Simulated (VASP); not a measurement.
# PbSe (F-43m) in VASP: further runs

PbSe is run at these levels: PBE-based screened hybrid with 75 % exact exchange, PBE-based screened hybrid with 100 % exact exchange, HSE06; tasks: single point.

All numbers are computed with VASP 6.6.1; they aren't measurements. Logs are shortened: lines on timing, memory, paths and dates and some standing lists are left out, and cuts for length are marked.

## Step 1: The cell of the first run

Symmetry: F-43m, No. 216, cubic system. Conventional cell: a = 6.846 Å, b = 6.846 Å, c = 6.846 Å, α = 90.00°, β = 90.00°, γ = 90.00°. Within 3.9 Å of Pb (site symmetry -43m) lie 4 Se at 2.96 Å. Within 3.9 Å of Se (site symmetry -43m) lie 4 Pb at 2.96 Å.

## Step 2: Single point, PBE-based screened hybrid with 75 % exact exchange

POSCAR

```
PbSe
1.0
    0.0000000000      3.4232041400      3.4232041400
    3.4232041400      0.0000000000      3.4232041400
    3.4232041400      3.4232041400      0.0000000000
Pb Se
1 1
Direct
    0.0000000000      0.0000000000      0.0000000000
    0.2500000000      0.2500000000      0.2500000000
```

INCAR.step1

```
  ALGO = Normal
  EDIFF = 1E-5
  ENCUT = 520
  GGA = PE
  ISIF = 2
  ISMEAR = 0
  LASPH = True
  LCHARG = False
  LREAL = False
  LWAVE = True
  NBANDS = 17
  NELM = 60
  PREC = Accurate
  SIGMA = 0.01
```

INCAR.step2

```
  AEXX = 0.75
  ALGO = Normal
  EDIFF = 1E-6
  ENCUT = 520
  GGA = PE
  HFSCREEN = 0.1
  ISIF = 2
  ISMEAR = 0
  ISTART = 1
  LASPH = True
  LCHARG = False
  LHFCALC = True
  LREAL = False
  LWAVE = False
  NBANDS = 17
  NELM = 60
  PREC = Accurate
  PRECFOCK = Normal
  SIGMA = 0.01
```

KPOINTS

```
k-points
0
Gamma
  4 4 4
```

Potentials or basis: VASP PAW PBE potentials, release 64 (Pb_d, Se).

The run is started by

```
> cat potpaw_PBE.64/Pb_d/POTCAR potpaw_PBE.64/Se/POTCAR > POTCAR
> cp INCAR.step1 INCAR
> mpirun -np 1 vasp_std > vasp.out
> cp INCAR.step2 INCAR
> mpirun -np 1 vasp_std > vasp.out
```

OUTCAR:

```text
AEXX = 0.75
   EDIFF = 1E-6
   ENCUT = 520
   GGA = PE
   HFSCREEN = 0.1
   ISIF = 2
   ISMEAR = 0
   ISTART = 1
   LASPH = True
   LHFCALC = True
   LREAL = False
   NELM = 60
   PREC = Accurate
   PRECFOCK = Normal

 ion  position               nearest neighbor table
   1  0.000  0.000  0.000-   2 2.96   2 2.96   2 2.96   2 2.96
   2  0.250  0.250  0.250-   1 2.96   1 2.96   1 2.96   1 2.96

  LATTYP: Found a face centered cubic cell.
 ALAT       =     6.8464082800

  Lattice vectors:

 A1 = (   0.0000000000,   3.4232041400,   3.4232041400)
 A2 = (   3.4232041400,   0.0000000000,   3.4232041400)
 A3 = (   3.4232041400,   3.4232041400,   0.0000000000)

Analysis of symmetry for initial positions (statically):
=====================================================================
 Subroutine PRICEL returns:
 Original cell was already a primitive cell.

 Routine SETGRP: Setting up the symmetry group for a
 face centered cubic supercell.

 Subroutine GETGRP returns: Found 24 space group operations
 (whereof 24 operations were pure point group operations)
 out of a pool of 48 trial point group operations.

The static configuration has the point symmetry T_d .

Analysis of symmetry for dynamics (positions and initial velocities):
=====================================================================
 Subroutine PRICEL returns:
 Original cell was already a primitive cell.

 Routine SETGRP: Setting up the symmetry group for a
 face centered cubic supercell.

 Subroutine GETGRP returns: Found 24 space group operations
 (whereof 24 operations were pure point group operations)
 out of a pool of 48 trial point group operations.

The dynamic configuration has the point symmetry T_d .

 Subroutine INISYM returns: Found 24 space group operations
 (whereof 24 operations are pure point group operations),
 and found     1 'primitive' translations

----------------------------------------------------------------------------------------

                                     Primitive cell

  volume of cell :      80.2284

  direct lattice vectors                    reciprocal lattice vectors
     0.000000000  3.423204140  3.423204140    -0.146061987  0.146061987  0.146061987
     3.423204140  0.000000000  3.423204140     0.146061987 -0.146061987  0.146061987
     3.423204140  3.423204140  0.000000000     0.146061987  0.146061987 -0.146061987

  length of vectors
     4.841141722  4.841141722  4.841141722     0.252986783  0.252986783  0.252986783

  position of ions in fractional coordinates (direct lattice)
     0.000000000  0.000000000  0.000000000
     0.250000000  0.250000000  0.250000000

  ion indices of the primitive-cell ions
   primitive index   ion index
                 1           1
                 2           2

----------------------------------------------------------------------------------------

 KPOINTS: k-points

Automatic generation of k-mesh.
 Grid dimensions read from file:
 generate k-points for:    4    4    4

 Generating k-lattice:

  Cartesian coordinates                     Fractional coordinates (reciprocal lattice)
    -0.036515497  0.036515497  0.036515497     0.250000000  0.000000000  0.000000000
     0.036515497 -0.036515497  0.036515497     0.000000000  0.250000000  0.000000000
     0.036515497  0.036515497 -0.036515497     0.000000000  0.000000000  0.250000000

  Length of vectors
     0.063246696  0.063246696  0.063246696

  Shift w.r.t. Gamma in fractional coordinates (k-lattice)
     0.000000000  0.000000000  0.000000000

 Subroutine IBZKPT returns following result:
 ===========================================

 Found      8 irreducible k-points:

 Following reciprocal coordinates:
            Coordinates               Weight
  0.000000  0.000000  0.000000      1.000000
  0.250000  0.000000  0.000000      8.000000
  0.500000  0.000000  0.000000      4.000000
  0.250000  0.250000  0.000000      6.000000
  0.500000  0.250000  0.000000     24.000000
 -0.250000  0.250000  0.000000     12.000000
  0.500000  0.500000  0.000000      3.000000
 -0.250000  0.500000  0.250000      6.000000
   k-points           NKPTS =      8   k-points in BZ     NKDIM =     64   number of bands    NBANDS=     17
   number of dos      NEDOS =    301   number of ions     NIONS =      2
   total plane-waves  NPLWV =  46656
   dimension x,y,z NGX =    36 NGY =   36 NGZ =   36
   dimension x,y,z NGXF=    72 NGYF=   72 NGZF=   72
   ions per type =               1   1
   NGX,Y,Z   is equivalent  to a cutoff of  12.36, 12.36, 12.36 a.u.
   NGXF,Y,Z  is equivalent  to a cutoff of  24.72, 24.72, 24.72 a.u.
 SYSTEM =  unknown system
   PREC   = accura    normal or accurate (medium, high low for compatibility)
   ISTART =      1    job   : 0-new  1-cont  2-samecut
   ICHARG =      0    charge: 1-file 2-atom 10-const
   ISPIN  =      1    spin polarized calculation?
   LNONCOLLINEAR =      F non collinear calculations
   LSORBIT =      F    spin-orbit coupling
   LASPH  =      T    aspherical Exc in radial PAW
   ENCUT  =  520.0 eV  38.22 Ry    6.18 a.u.   9.00  9.00  9.00*2*pi/ulx,y,z
   NELM   =     60;   NELMIN=  2; NELMDL=  0     # of ELM steps
   EDIFF  = 0.1E-05   stopping-criterion for ELM
   LREAL  =      F    real-space projection
   EDIFFG = 0.1E-04   stopping-criterion for IOM
   NSW    =      0    number of steps for IOM
   IBRION =     -1    ionic relax: 0-MD 1-quasi-New 2-CG
   NFREE  =      0    steps in history (QN), initial steepest desc. (CG)
   ISIF   =      2    stress and relaxation
   ISYM   =      3    0-nonsym 1-usesym 2-fastsym
   POTIM  = 0.5000    time-step for ionic-motion
   TEBEG  =    0.0;   TEEND  =   0.0 temperature during run
   PSTRESS=    0.0 pullay stress
   NELECT =      20.0000    total number of electrons
   NUPDOWN=      -1.0000    fix difference up-down
   EMIN   =  10.00;   EMAX   =-10.00  energy-range for DOS
   EFERMI =   0.00;   METHOD = LEGACY
   ISMEAR =     0;   SIGMA  =   0.01  broadening in eV -4-tet -1-fermi 0-gaus
   EFERMI_NEDOS =   21; number of points for ismear=-14 and -15
   IALGO  =     38    algorithm
   IMIX   =      1    mixing-type and parameters
     AMIX     =   0.40;   BMIX     =  1.00
     AMIX_MAG =   1.60;   BMIX_MAG =  1.00
  volume/ion in A,a.u.               =      40.11       270.70
  Fermi-wavevector in a.u.,A,eV,Ry     =   1.030328  1.947037 14.443606  1.061575
  Thomas-Fermi vector in A             =   2.164420
   LORBIT       =      0    0 simple, 1 ext, 2 COOP (PROOUT), +10 PAW based schemes
   GGA     = PE    functional components
   LHFCALC =     T    Hartree Fock is set to
   PRECFOCK=normal    Normal, Fast or Accurate (Low or Medium for compatibility)
   ENCUT4O =  -1.0   cutoff for four orbital integrals eV
   NKREDX  =     1    reduce k-point grid by
   NKREDY  =     1    reduce k-point grid by
   NKREDZ  =     1    reduce k-point grid by
   AEXX    =    0.7500 exact exchange contribution
   HFSCREEN=    0.1000 screening length (either q_TF or 0.3 A-1)
   HFSCREENC=   0.1000 screening length for correlation (either q_TF or 0.3 A-1)
   ENCUTFOCK=  -1.0 apply spherical cutoff to Coloumb kernel
   IVDW    =     0    specifies the selected vdW correction
   LEPSILON=     F    determine dielectric tensor
   LRPA    =     F    only Hartree local field effects (RPA)
 non-spin polarized calculation
 Gauss-broadening in eV      SIGMA  =   0.01
  energy-cutoff  :      520.00
  volume of cell :       80.23
 maximum number of plane-waves:      2200
  NGX = 28; NGY = 28; NGZ = 28

 number of electron      20.0000005 magnetization

 Free energy of the ion-electron system (eV)
  ---------------------------------------------------
  ext. energy  EPLUGINS =         0.00000000
  ---------------------------------------------------
  free energy    TOTEN  =       -14.10073674 eV

  energy without entropy =      -14.10073674  energy(sigma->0) =      -14.10073674

 E-fermi :   0.8739     XC(G=0):  -3.4682

 val. band max:        0.8273864268   @ k =  -0.2500   0.5000   0.2500
 cond. band min:       3.9206550580   @ k =   0.5000   0.5000   0.0000
 fundamental gap:      3.0932686312
 Fermi energy:         0.8739340308

 k-point     1 :       0.0000    0.0000    0.0000
  band No.  band energies     occupation
      1     -21.3958      2.00000
      2     -21.3958      2.00000
      3     -21.3958      2.00000
      4     -21.3442      2.00000
      5     -21.3442      2.00000
      6     -16.0044      2.00000
      7      -6.5797      2.00000
      8      -1.6980      2.00000
      9      -1.6980      2.00000
     10      -1.6980      2.00000
     11       5.7372      0.00000
     12       5.7372      0.00000
     13       5.7372      0.00000
     14       8.2274      0.00000
     15      12.4348      0.00000
     16      12.4348      0.00000
     17      13.0495      0.00000

 k-point     2 :       0.2500    0.0000    0.0000
  band No.  band energies     occupation
      1     -21.4091      2.00000
      2     -21.3901      2.00000
      3     -21.3901      2.00000
      4     -21.3444      2.00000
      5     -21.3444      2.00000
      6     -15.6571      2.00000
      7      -7.8788      2.00000
      8      -2.0457      2.00000
      9      -2.0457      2.00000
     10      -1.4091      2.00000
     11       5.8290      0.00000
     12       6.2997      0.00000
     13       6.2997      0.00000
     14      10.1525      0.00000
     15      11.3864      0.00000
     16      11.3864      0.00000
     17      12.4677      0.00000

 k-point     3 :       0.5000    0.0000    0.0000
  band No.  band energies     occupation
      1     -21.4224      2.00000
      2     -21.3852      2.00000
      3     -21.3852      2.00000
      4     -21.3435      2.00000
      5     -21.3435      2.00000
      6     -15.2353      2.00000
      7      -9.0093      2.00000
      8      -2.3442      2.00000
      9      -2.3442      2.00000
     10      -1.5530      2.00000
     11       6.6078      0.00000
     12       6.6078      0.00000
     13       7.4978      0.00000
     14      10.1593      0.00000
     15      12.0386      0.00000
     16      12.6385      0.00000
     17      12.6385      0.00000

 k-point     4 :       0.2500    0.2500    0.0000
  band No.  band energies     occupation
      1     -21.4206      2.00000
      2     -21.3836      2.00000
      3     -21.3836      2.00000
      4     -21.3484      2.00000
      5     -21.3419      2.00000
      6     -15.5358      2.00000
      7      -8.1687      2.00000
      8      -2.5465      2.00000
      9      -2.5465      2.00000
     10      -0.3952      2.00000
     11       4.3844      0.00000
     12       7.3060      0.00000
     13       7.3060      0.00000
     14       9.3206      0.00000
     15      11.4451      0.00000
     16      13.0988      0.00000
     17      14.6545      0.00000

 k-point     5 :       0.5000    0.2500    0.0000
  band No.  band energies     occupation
      1     -21.4322      2.00000
      2     -21.3791      2.00000
      3     -21.3779      2.00000
      4     -21.3485      2.00000
      5     -21.3419      2.00000
      6     -15.0973      2.00000
      7      -9.1815      2.00000
      8      -3.4491      2.00000
      9      -2.8102      2.00000
     10       0.1309      2.00000
     11       5.2041      0.00000
     12       7.4846      0.00000
     13       7.8301      0.00000
     14      10.1464      0.00000
     15      12.2031      0.00000
     16      13.0340      0.00000
     17      13.5904      0.00000

 k-point     6 :      -0.2500    0.2500    0.0000
  band No.  band energies     occupation
      1     -21.4242      2.00000
      2     -21.3835      2.00000
      3     -21.3822      2.00000
      4     -21.3452      2.00000
      5     -21.3443      2.00000
      6     -15.2491      2.00000
      7      -8.8710      2.00000
      8      -3.4486      2.00000
      9      -2.3653      2.00000
     10      -0.1657      2.00000
     11       6.1197      0.00000
     12       6.6667      0.00000
     13       6.9794      0.00000
     14      10.9202      0.00000
     15      11.0942      0.00000
     16      12.3143      0.00000
     17      13.6549      0.00000

 k-point     7 :       0.5000    0.5000    0.0000
  band No.  band energies     occupation
      1     -21.4439      2.00000
      2     -21.3715      2.00000
      3     -21.3715      2.00000
      4     -21.3533      2.00000
      5     -21.3396      2.00000
      6     -14.9410      2.00000
      7      -9.4785      2.00000
      8      -3.2010      2.00000
      9      -3.2010      2.00000
     10       0.1274      2.00000
     11       3.9207      0.00000
     12       9.2193      0.00000
     13       9.2193      0.00000
     14       9.6996      0.00000
     15      12.0988      0.00000
     16      14.2699      0.00000
     17      14.2840      0.00000

 k-point     8 :      -0.2500    0.5000    0.2500
  band No.  band energies     occupation
      1     -21.4367      2.00000
      2     -21.3792      2.00000
      3     -21.3725      2.00000
      4     -21.3487      2.00000
      5     -21.3428      2.00000
      6     -14.9347      2.00000
      7      -9.4539      2.00000
      8      -3.5769      2.00000
      9      -3.3972      2.00000
     10       0.8274      2.00000
     11       5.9544      0.00000
     12       6.2572      0.00000
     13       8.4712      0.00000
     14       9.9236      0.00000
     15      12.5707      0.00000
     16      13.4755      0.00000
     17      13.7703      0.00000

------------------------ aborting loop because EDIFF is reached ----------------------------------------

  FORCE on cell =-STRESS in cart. coord.  units (eV):
  Direction    XX          YY          ZZ          XY          YZ          ZX
  --------------------------------------------------------------------------------------
  -------------------------------------------------------------------------------------
  Total       -0.5831200     -0.5831200     -0.5831200     -0.0000000     -0.0000000     -0.0000000
  in kB      -11.6450162    -11.6450162    -11.6450162     -0.0000000     -0.0000000     -0.0000000
  external PRESSURE =     -11.6450162 kB  Pullay stress =       0.0000000 kB

 VOLUME and BASIS-vectors are now :
 -----------------------------------------------------------------------------
  energy-cutoff  :      520.00
  volume of cell :       80.23
      direct lattice vectors                 reciprocal lattice vectors
     0.000000000  3.423204140  3.423204140    -0.146061987  0.146061987  0.146061987
     3.423204140  0.000000000  3.423204140     0.146061987 -0.146061987  0.146061987
     3.423204140  3.423204140  0.000000000     0.146061987  0.146061987 -0.146061987

 POSITION                                       TOTAL-FORCE (eV/Angst)
 -----------------------------------------------------------------------------------
      0.00000      0.00000      0.00000        -0.000000     -0.000000     -0.000000
      1.71160      1.71160      1.71160         0.000000      0.000000      0.000000
 -----------------------------------------------------------------------------------
    total drift:                               -0.000018      0.000006      0.000002

  FREE ENERGIE OF THE ION-ELECTRON SYSTEM (eV)
  ---------------------------------------------------
  free  energy   TOTEN  =       -14.1007367403 eV

  energy  without entropy=      -14.1007367403  energy(sigma->0) =      -14.10073674
```

It took 27 min on 1 thread of Intel Xeon 8259CL, shared host; peak memory 0.33 GiB.

What came out:

```yaml
Free_energy: -14.1007 eV
Pressure: -1.2 GPa
Band_gap_on_the_k_mesh: 3.09 eV (least direct gap 3.79 eV)
```

Caveat: the structure was generated, so it needn't be the stable form of PbSe; the PAW data sets were made with another functional, which shifts forces and pressure a little; spin-orbit coupling is left out, which moves the levels of the heavy elements.

[end of part 1 of 2]
